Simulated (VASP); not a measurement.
# Si: single point with PBEsol

Crystal: Si.

```
Si
1.0
    -1.53395    1.53395    1.53395
     1.53395   -1.53395    1.53395
     1.53395    1.53395   -1.53395
Si
1
Direct
  0.00000 0.00000 0.00000
```

```
Program                : VASP 6.6.1
Task                   : single point
Functional             : PBEsol
Potentials or basis    : VASP PAW PBE potentials, release 64 (Si)
Cutoff                 : 520 eV
k mesh                 : 17 × 17 × 17
Occupations            : fermi-dirac, width 0.08 eV
Spin                   : no spin polarisation
Dipole correction      : no
Further INCAR settings : ALGO = Normal; EDIFF = 1e-06; NBANDS = 8
```

```yaml
Pressure: -1.0 GPa
Band_gap_on_the_k_mesh: zero (band 2 reaches 21.57 eV, above the bottom of band 3 at 5.93 eV)
```

Levels at points of the mesh, in eV from the Fermi level:
```tsv
k point	band 1	band 2	band 3	band 4	band 5	band 6	band 7
(0.00, 0.00, 0.00)	-14.29	11.59	11.59	11.59	12.65	12.65	12.65
```

Run time: 7 s on 1 thread of Intel(R) Xeon(R) Platinum 8559C (Emerald Rapids), with other jobs on the host, peak memory 0.12 GiB.

Caveat: the PAW data sets were made with another functional, which shifts forces and pressure a little.
